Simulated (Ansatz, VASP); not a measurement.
**One calculation of MnO, two programs**

The input INCAR:

```
SYSTEM = MnO
PREC = Accurate ; ENCUT = 520
EDIFF = 1E-6 ; ISMEAR = 0
SIGMA = 0.024 ; LREAL = .FALSE.
LASPH = .TRUE. ; NELM = 150
ALGO = Normal ; ISIF = 2
LWAVE = .FALSE. ; LCHARG = .FALSE.
ISPIN = 2 ; MAGMOM = 4 0
LORBIT = 11 ; LMAXMIX = 4
GGA = PE ; NBANDS = 20
```

KPOINTS

```
regular mesh
0
G
  10 10 10
  0 0 0
```

File POSCAR:

```
MnO
1.0
    0.0000000000      2.2239077028      2.2239077028
    2.2239077028      0.0000000000      2.2239077028
    2.2239077028      2.2239077028      0.0000000000
Mn O
1 1
Direct
    0.0000000000      0.0000000000      0.0000000000
    0.5000000000      0.5000000000      0.5000000000
```

Contents of input.yaml:

```yaml
crystal:
  lattice:
    - [0.0, 2.2239077028, 2.2239077028]
    - [2.2239077028, 0.0, 2.2239077028]
    - [2.2239077028, 2.2239077028, 0.0]
  atoms:
    - { symbol: Mn, position: [0.0, 0.0, 0.0], spin: 4.0 }
    - { symbol: O, position: [0.5, 0.5, 0.5] }
kpoints:
  mp_grid: { grid: [10, 10, 10] }
scf:
  occupations: { method: gaussian, width: 0.024 }
hamiltonian:
  xc: pbe
  pseudopotentials: { kind: all_electron, lapw: { basis_error: 0.001 } }
magnetization:
  spin_polarized: true
output:
  forces: true
  stress: true
  eigenvalues: true
```

Alike in both runs: task single point; functional PBE; k mesh 10 × 10 × 10; occupations gaussian, width 0.024 eV; collinear spin.

|  | VASP | Ansatz |
| --- | --- | --- |
| version | VASP 6.6.1 | Ansatz 0.2.0 |
| potentials or method | VASP PAW PBE potentials, release 64 (Mn_pv, O), cutoff 520 eV | all-electron LAPW, scalar-relativistic |

```tsv
	VASP	Ansatz	Ansatz less VASP
gap on the k mesh at the Fermi level (eV)	none	none	-
pressure (GPa)	0.4	0.2	-0.14
net moment per atom (μB)	2.40	2.40	0.000
size of the moment on the site where the two differ most (μB)	0.21	0.24	+0.031
```

Site moments also hang on the region over which each program counts them. A gap of «none» marks a metal or a gap that the smearing closes. Ansatz ran all-electron here, and VASP with PAW potentials.
